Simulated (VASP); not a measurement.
## Mo: single point with LDA

Mo:

```
CELL_PARAMETERS angstrom
0.00000 2.82152 2.82152
2.82152 0.00000 2.82152
2.82152 2.82152 0.00000
ATOMIC_POSITIONS crystal
Mo 0.12500 0.12500 0.12500
Mo 0.87500 0.87500 0.87500
```

This cell differs from its parent crystal: volume scaled by 1.04.

```json
{
  "Program": "VASP 6.6.1",
  "Task": "single point",
  "Functional": "LDA",
  "Potentials or basis": "VASP PAW LDA potentials, release 64 (Mo_sv)",
  "Cutoff": "520 eV",
  "k mesh": "11 × 11 × 11",
  "Occupations": "fermi-dirac, width 0.1 eV",
  "Spin": "no spin polarisation"
}
```

The pressure is -3.9 GPa and the band gap on the k mesh is zero (band 14 reaches 7.18 eV, above the bottom of band 15 at 6.73 eV).

Levels at points of the mesh, in eV from the Fermi level:
```csv
k point,band 11,band 12,band 13,band 14,band 15,band 16,band 17,band 18
"(0.00, 0.00, 0.00)",-2.31,-1.34,-1.34,-1.34,1.32,1.32,1.32,4.48
```

Run time: 20 s on 1 thread of AMD EPYC 9R45 96-Core Processor (Zen 5), on a shared host, peak memory 0.14 GiB.
